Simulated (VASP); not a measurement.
# TiSi2 (Fddd) in VASP: a series of runs

TiSi2 is run at these levels: PBEsol; tasks: electric field gradients.

All numbers are computed with VASP 6.6.1; they aren't measurements. Logs are shortened: lines on timing, memory, paths and dates and some standing lists are left out, and cuts for length are marked.

## Step 1: The cell of the first run

Symmetry: Fddd, No. 70, orthorhombic system. The conventional cell has a = 4.789 Å, b = 8.263 Å, c = 8.551 Å, α = 90.00°, β = 90.00°, γ = 90.00°. Within 3.4 Å of Ti (site symmetry 222) lie 10 Si at 2.54 to 2.76 Å and 4 Ti at 3.20 Å. Within 3.4 Å of Si (site symmetry 2) lie 5 Ti at 2.54 to 2.76 Å and 9 Si at 2.55 to 3.20 Å.

## Step 2: Electric field gradients, PBEsol (volume scaled by 1.01)

Contents of INCAR:

```
SYSTEM = TiSi2
ALGO     = Normal         ! electronic algorithm
EDIFF    = 1E-8           ! SCF threshold, eV
ENCUT    = 520            ! plane-wave cutoff, eV
GGA      = PS             ! functional
ISIF     = 2              ! what is computed and relaxed
ISMEAR   = -1             ! smearing method
LASPH    = .True.         ! aspherical terms in the spheres
LCHARG   = .False.        ! write CHGCAR
LEFG     = .True.       
LREAL    = .False.        ! projectors in reciprocal space
LWAVE    = .False.        ! write WAVECAR
NBANDS   = 29             ! bands
NELM     = 80             ! most SCF steps
PREC     = Accurate       ! precision mode
SIGMA    = 0.08           ! smearing width, eV
```

Contents of KPOINTS:

```
k-points
0
Gamma
  8 8 8
  0 0 0
```

Contents of POSCAR:

```
TiSi2
1.0
    0.0000000000      4.1316811636      4.2756579113
    2.3944286297      0.0000000000      4.2756579113
    2.3944286297      4.1316811636      0.0000000000
Ti Si
2 4
Direct
    0.7500000000      0.7500000000      0.7500000000
    0.5000000000      0.5000000000      0.5000000000
    0.0830000000      0.4170000000      0.0830000000
    0.4170000000      0.0830000000      0.4170000000
    0.1670000000      0.8330000000      0.1670000000
    0.8330000000      0.1670000000      0.8330000000
```

Potentials or basis: VASP PAW PBE potentials, release 64 (Ti_sv, Si).

Run with:

```sh
cat potpaw_PBE.64/Ti_sv/POTCAR potpaw_PBE.64/Si/POTCAR > POTCAR
mpirun -np 1 vasp_std > vasp.out
```

OUTCAR:

```text
SYSTEM = TiSi2
   EDIFF = 1E-8
   ENCUT = 520
   GGA = PS
   ISIF = 2
   ISMEAR = -1
   LASPH = .True.
   LREAL = .False.
   NELM = 80
   PREC = Accurate

 ion  position               nearest neighbor table
   1  0.750  0.750  0.750-   6 2.54   5 2.54   6 2.54   5 2.54   3 2.75   4 2.75   4 2.76   4 2.76
                             3 2.76   3 2.76
   2  0.500  0.500  0.500-   3 2.54   4 2.54   3 2.54   4 2.54   5 2.75   6 2.75   5 2.76   5 2.76
                             6 2.76   6 2.76
   3  0.083  0.417  0.083-   2 2.54   2 2.54   5 2.55   5 2.55   1 2.75   4 2.76   4 2.76   4 2.76
                             1 2.76   1 2.76
   4  0.417  0.083  0.417-   2 2.54   2 2.54   6 2.55   6 2.55   1 2.75   3 2.76   3 2.76   3 2.76
                             1 2.76   1 2.76
   5  0.167  0.833  0.167-   1 2.54   1 2.54   3 2.55   3 2.55   2 2.75   6 2.76   6 2.76   6 2.76
                             2 2.76   2 2.76
   6  0.833  0.167  0.833-   1 2.54   1 2.54   4 2.55   4 2.55   2 2.75   5 2.76   5 2.76   5 2.76
                             2 2.76   2 2.76

  LATTYP: Found a face centered orthorhombic cell.
 ALAT       =     4.7888572594
 B/A-ratio  =     1.7255394930
 C/A-ratio  =     1.7856693903

  Lattice vectors:

 A1 = (   0.0000000000,   4.1316811636,   4.2756579113)
 A2 = (   2.3944286297,   0.0000000000,   4.2756579113)
 A3 = (   2.3944286297,   4.1316811636,   0.0000000000)

Analysis of symmetry for initial positions (statically):
=====================================================================
 Subroutine PRICEL returns:
 Original cell was already a primitive cell.

 Routine SETGRP: Setting up the symmetry group for a
 face centered orthorhombic supercell.

 Subroutine GETGRP returns: Found  8 space group operations
 (whereof  4 operations were pure point group operations)
 out of a pool of  8 trial point group operations.

The static configuration has the point symmetry D_2 .
 The point group associated with its full space group is D_2h.

Analysis of symmetry for dynamics (positions and initial velocities):
=====================================================================
 Subroutine PRICEL returns:
 Original cell was already a primitive cell.

 Routine SETGRP: Setting up the symmetry group for a
 face centered orthorhombic supercell.

 Subroutine GETGRP returns: Found  8 space group operations
 (whereof  4 operations were pure point group operations)
 out of a pool of  8 trial point group operations.

The dynamic configuration has the point symmetry D_2 .
 The point group associated with its full space group is D_2h.

 Subroutine INISYM returns: Found  8 space group operations
 (whereof  4 operations are pure point group operations),
 and found     1 'primitive' translations

----------------------------------------------------------------------------------------

                                     Primitive cell

  volume of cell :      84.5983

  direct lattice vectors                    reciprocal lattice vectors
     0.000000000  4.131681164  4.275657911    -0.208818085  0.121016114  0.116941067
     2.394428630  0.000000000  4.275657911     0.208818085 -0.121016114  0.116941067
     2.394428630  4.131681164  0.000000000     0.208818085  0.121016114 -0.116941067

  length of vectors
     5.945758136  4.900463145  4.775361526     0.268188564  0.268188564  0.268188564

  position of ions in fractional coordinates (direct lattice)
     0.750000000  0.750000000  0.750000000
     0.500000000  0.500000000  0.500000000
     0.083000000  0.417000000  0.083000000
     0.417000000  0.083000000  0.417000000
     0.167000000  0.833000000  0.167000000
     0.833000000  0.167000000  0.833000000

  ion indices of the primitive-cell ions
   primitive index   ion index
                 1           1
                 2           2
                 3           3
                 4           4
                 5           5
                 6           6

----------------------------------------------------------------------------------------

 KPOINTS: k-points

[... 62 lines left out ...]
   LNONCOLLINEAR =      F non collinear calculations
   LSORBIT =      F    spin-orbit coupling
   LASPH  =      T    aspherical Exc in radial PAW
   ENCUT  =  520.0 eV  38.22 Ry    6.18 a.u.  11.06  9.11  8.88*2*pi/ulx,y,z
   NELM   =     80;   NELMIN=  2; NELMDL= -5     # of ELM steps
   EDIFF  = 0.1E-07   stopping-criterion for ELM
   LREAL  =      F    real-space projection
   EDIFFG = 0.1E-06   stopping-criterion for IOM
   NSW    =      0    number of steps for IOM
   IBRION =     -1    ionic relax: 0-MD 1-quasi-New 2-CG
   NFREE  =      0    steps in history (QN), initial steepest desc. (CG)
   ISIF   =      2    stress and relaxation
   ISYM   =      2    0-nonsym 1-usesym 2-fastsym
   POTIM  = 0.5000    time-step for ionic-motion
   TEBEG  =    0.0;   TEEND  =   0.0 temperature during run
   PSTRESS=    0.0 pullay stress
   NELECT =      40.0000    total number of electrons
   NUPDOWN=      -1.0000    fix difference up-down
   EMIN   =  10.00;   EMAX   =-10.00  energy-range for DOS
   EFERMI =   0.00;   METHOD = LEGACY
   ISMEAR =    -1;   SIGMA  =   0.08  broadening in eV -4-tet -1-fermi 0-gaus
   EFERMI_NEDOS =   21; number of points for ismear=-14 and -15
   IALGO  =     38    algorithm
   IMIX   =      4    mixing-type and parameters
     AMIX     =   0.40;   BMIX     =  1.00
     AMIX_MAG =   1.60;   BMIX_MAG =  1.00
  volume/ion in A,a.u.               =      14.10        95.15
  Fermi-wavevector in a.u.,A,eV,Ry     =   1.275384  2.410126 22.131294  1.626604
  Thomas-Fermi vector in A             =   2.408099
   LORBIT       =      0    0 simple, 1 ext, 2 COOP (PROOUT), +10 PAW based schemes
   GGA     = PS    functional components
   LHFCALC =     F    Hartree Fock is set to
   AEXX    =    0.0000 exact exchange contribution
   IVDW    =     0    specifies the selected vdW correction
   LEPSILON=     F    determine dielectric tensor
   LRPA    =     F    only Hartree local field effects (RPA)
 non-spin polarized calculation
  energy-cutoff  :      520.00
  volume of cell :       84.60
 maximum number of plane-waves:      2298
 NGX is ok and might be reduce to    48
   NGX = 23   NGY = 19   NGZ = 17

 number of electron      40.0000001 magnetization

 Free energy of the ion-electron system (eV)
  ---------------------------------------------------
  ext. energy  EPLUGINS =         0.00000000
  ---------------------------------------------------
  free energy    TOTEN  =       -43.67972124 eV

  energy without entropy =      -43.63625152  energy(sigma->0) =      -43.65798638

 E-fermi :  10.0125     XC(G=0): -11.7853

 val. band max:       10.0041711539   @ k =  -0.2500   0.2500   0.1250
 cond. band min:      10.0211999498   @ k =  -0.1250   0.1250   0.1250
 fundamental gap:      0.0170287960
 Fermi energy:        10.0124997194

 k-point     1 :       0.0000    0.0000    0.0000
  band No.  band energies     occupation
      1     -46.0268      2.00000
      2     -45.9986      2.00000
      3     -22.5156      2.00000
      4     -22.4972      2.00000
      5     -22.4233      2.00000
      6     -22.4086      2.00000
[... 757 lines left out ...]
     28      13.9375      0.00000
     29      14.2187      0.00000

 [... further k-points ...]
[... 5 lines left out ...]
  --------------------------------------------------------------------------------------
  -------------------------------------------------------------------------------------
  Total       -1.2568795     -1.6568038     -1.8855115      0.0000000      0.0000000      0.0000000
  in kB      -23.8035970    -31.3776213    -35.7090357      0.0000000      0.0000000      0.0000000
  external PRESSURE =     -30.2967513 kB  Pullay stress =       0.0000000 kB

 VOLUME and BASIS-vectors are now :
 -----------------------------------------------------------------------------
  energy-cutoff  :      520.00
  volume of cell :       84.60
      direct lattice vectors                 reciprocal lattice vectors
     0.000000000  4.131681164  4.275657911    -0.208818085  0.121016114  0.116941067
     2.394428630  0.000000000  4.275657911     0.208818085 -0.121016114  0.116941067
     2.394428630  4.131681164  0.000000000     0.208818085  0.121016114 -0.116941067

 POSITION                                       TOTAL-FORCE (eV/Angst)
 -----------------------------------------------------------------------------------
      3.59164      6.19752      6.41349         0.000000     -0.000000     -0.000000
      2.39443      4.13168      4.27566         0.000000     -0.000000      0.000000
      1.19721      0.68586      2.13783        -0.000000      0.170437      0.000000
      1.19721      3.44582      2.13783        -0.000000     -0.170437      0.000000
      2.39443      1.37998      4.27566        -0.000000     -0.170437     -0.000000
      2.39443      6.88338      4.27566        -0.000000      0.170437     -0.000000
 -----------------------------------------------------------------------------------
    total drift:                               -0.000000     -0.000000      0.000000

  FREE ENERGIE OF THE ION-ELECTRON SYSTEM (eV)
  ---------------------------------------------------
  free  energy   TOTEN  =       -43.6797212406 eV

  energy  without entropy=      -43.6362515179  energy(sigma->0) =      -43.65798638

 Electric field gradients (V/A^2)
---------------------------------------------------------------------
 ion       V_xx      V_yy      V_zz      V_xy      V_xz      V_yz
---------------------------------------------------------------------
   1      -2.442     9.990    -7.548    -0.002    -0.000     0.001
   2      -2.442     9.990    -7.548    -0.002    -0.000     0.001
   3       1.477    12.615   -14.092    -0.000    26.935     0.000
   4       1.477    12.615   -14.092    -0.000   -26.935    -0.000
   5       1.477    12.615   -14.092    -0.000    26.935     0.000
   6       1.477    12.615   -14.092    -0.000   -26.935    -0.000
---------------------------------------------------------------------

 Electric field gradients after diagonalization (V/A^2)
 (convention: |V_zz| > |V_xx| > |V_yy|)
----------------------------------------------------------------------
 ion       V_xx      V_yy      V_zz     asymmetry (V_yy - V_xx)/ V_zz
----------------------------------------------------------------------
   1      -7.548    -2.442     9.990       0.511
   2      -7.548    -2.442     9.990       0.511
   3      21.730    12.615   -34.345       0.265
   4      21.730    12.615   -34.345       0.265
   5      21.730    12.615   -34.345       0.265
   6      21.730    12.615   -34.345       0.265
----------------------------------------------------------------------

           NMR quadrupolar parameters

 Cq : quadrupolar parameter    Cq=e*Q*V_zz/h
 eta: asymmetry parameters     (V_yy - V_xx)/ V_zz
 Q  : nuclear electric quadrupole moment in mb (millibarn)
----------------------------------------------------------------------
 ion       Cq(MHz)       eta       Q (mb)
----------------------------------------------------------------------
   1       0.024       0.511       1.000
   2       0.024       0.511       1.000
   3      -0.083       0.265       1.000
   4      -0.083       0.265       1.000
   5      -0.083       0.265       1.000
   6      -0.083       0.265       1.000
----------------------------------------------------------------------
```

Run time: 2.5 min. Hardware: 1 thread of Intel Xeon 6975P-C (Granite Rapids), shared host; peak memory 0.37 GiB.

Results:

- Free energy: -43.6797 eV
- Pressure: -3.0 GPa
- Largest force: 0.170 eV/Å
- Band gap on the k mesh: zero (band 20 reaches 10.71 eV, above the bottom of band 21 at 8.88 eV)

Forces on the atoms (eV/Å):
```
Ti   0.000  0.000  0.000
Ti   0.000  0.000  0.000
Si   0.000  0.170  0.000
Si   0.000 -0.170  0.000
Si   0.000 -0.170  0.000
Si   0.000  0.170  0.000
```

Levels at points of the mesh, in eV from the Fermi level:
```tsv
k point	band 18	band 19	band 20	band 21	band 22	band 23
(0.00, 0.00, 0.00)	-1.93	-1.71	-1.50	-0.93	1.99	3.16
(0.50, 0.00, 0.00)	-1.08	-0.05	0.16	1.03	1.34	1.76
(0.50, 0.50, 0.00)	-1.59	-1.03	-1.03	0.79	0.79	3.20
(0.50, 0.00, 0.50)	-2.40	-0.85	-0.85	1.25	1.25	3.23
(0.00, 0.50, 0.50)	-1.25	-0.65	-0.65	0.91	0.91	2.26
```

Electric field gradients, principal values (V/Å²):
| atom | least | middle | greatest (by size) |
| --- | --- | --- | --- |
| 1 Ti | -2.442 | -7.548 | 9.990 |
| 2 Ti | -2.442 | -7.548 | 9.990 |
| 3 Si | 12.615 | 21.730 | -34.345 |
| 4 Si | 12.615 | 21.730 | -34.345 |
| 5 Si | 12.615 | 21.730 | -34.345 |
| 6 Si | 12.615 | 21.730 | -34.345 |

Caveat: without QUAD_EFG the Cq values of the log hold for a quadrupole moment of 1 mb, not for the nuclei; the PAW data sets were made with another functional, which shifts forces and pressure a little.

(Continued in part 2 of 2.)
